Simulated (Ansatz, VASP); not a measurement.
One calculation of As, two programs

INCAR

```
ALGO = Normal
EDIFF = 1E-6
ENCUT = 500
GGA = PE
GGA_COMPAT = False
ISIF = 2
ISMEAR = -1
LASPH = True
LCHARG = True
LELF = True
LREAL = False
LVHAR = True
LWAVE = False
NBANDS = 18
NELM = 120
PREC = Accurate
SIGMA = 0.1
```

The input KPOINTS:

```
k-points
0
Gamma
  10 10 8
```

File POSCAR:

```
As
1.0
    1.8771112463     -5.7813523823      0.0000000000
    1.8771112463      5.7813523823      0.0000000000
    0.0000000000      0.0000000000      4.7305537184
As
4
Direct
    0.1059894032      0.8940105968      0.9312775131
    0.6059894032      0.3940105968      0.5687224869
    0.8940105968      0.1059894032      0.0687224869
    0.3940105968      0.6059894032      0.4312775131
```

Input for Ansatz:

```yaml
crystal:
  lattice:
    - [1.8771112463, -5.7813523823, 0.0]
    - [1.8771112463, 5.7813523823, 0.0]
    - [0.0, 0.0, 4.7305537184]
  atoms:
    - { symbol: As, position: [0.1059894032, 0.8940105968, 0.9312775131] }
    - { symbol: As, position: [0.6059894032, 0.3940105968, 0.5687224869] }
    - { symbol: As, position: [0.8940105968, 0.1059894032, 0.0687224869] }
    - { symbol: As, position: [0.3940105968, 0.6059894032, 0.4312775131] }
hamiltonian:
  xc: pbe
  pseudopotentials:
    kind: paw
    azcp:
      As: "pseudopotentials/As.paw.azcp"
basis:
  ecutwfc: 420
  fft_grid_basis: typed
kpoints:
  mp_grid: { grid: [10, 10, 8], shift: [0, 0, 0] }
magnetization:
  spin_polarized: false
scf:
  occupations: { method: fermi_dirac, width: 0.1 }
  lower_state_search: "off"
output:
  stress: true
```

Alike in both runs: task single point; functional PBE; k mesh 10 × 10 × 8; occupations fermi-dirac, width 0.1 eV; no spin polarisation.

|  | VASP | Ansatz |
| --- | --- | --- |
| version | VASP 6.6.1 | Ansatz 0.2.0 |
| potentials or method | VASP PAW PBE potentials, release 64 (As), cutoff 500 eV | plane waves (420 eV) with PAW, scalar-relativistic |
| valence electrons in the cell | 20 | 60 |

|  | VASP | Ansatz | Ansatz less VASP |
| --- | --- | --- | --- |
| pressure (GPa) | -1.9 | -2.1 | -0.21 |
| traceless stress, the component that is largest in VASP (GPa) | -0.32 | -0.31 | +0.015 |

The functional is the same, so the differences come from potentials, cutoffs and numerics. VASP's potentials hold 20 valence electrons a cell and Ansatz's 60, so a difference there can come from the potentials and not from the codes.
